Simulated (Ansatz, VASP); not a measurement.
Si3NiMo in VASP and in Ansatz

```
Si Ni Mo
1.0
     4.47827    0.00000    0.00000
     0.00000    4.47827    0.00000
     0.00000    0.00000    4.47827
Si Ni Mo
3 1 1
Direct
  0.00000 0.50000 0.50000
  0.50000 0.00000 0.50000
  0.50000 0.50000 0.00000
  0.50000 0.50000 0.50000
  0.00000 0.00000 0.00000
```

Alike in both runs: task relaxation of cell and atoms; functional PBE; k mesh 4 × 4 × 4; occupations gaussian, width 0.1 eV; collinear spin.

|  | VASP | Ansatz |
| --- | --- | --- |
| version | VASP 6.6.1 | Ansatz 0.2.0 |
| potentials or method | VASP PAW PBE potentials, release 64 (Si, Ni, Mo_sv), cutoff 600 eV | scalar-relativistic, plane waves, PAW |
| valence electrons in the cell | 36 | 44 |

|  | VASP | Ansatz | Ansatz less VASP |
| --- | --- | --- | --- |
| gap on the k mesh at the Fermi level, each at its own relaxed structure (eV) | none | none | - |
| net moment per atom (μB) | 0.56 | 0.56 | +0.001 |
| size of the moment on the site where the two differ most (μB) | 0.01 | 0.06 | +0.052 |
| relaxed volume (Å³/atom) | 16.38 | 16.39 | +0.016 |
| relaxed cell length with the largest relative difference (Å) | 4.342 | 4.344 | +0.0014 |

Site moments also hang on the region over which each program counts them. A gap of «none» marks a metal or a gap that the smearing closes. VASP's potentials hold 36 valence electrons a cell and Ansatz's 44, so a difference there can come from the potentials and not from the codes.
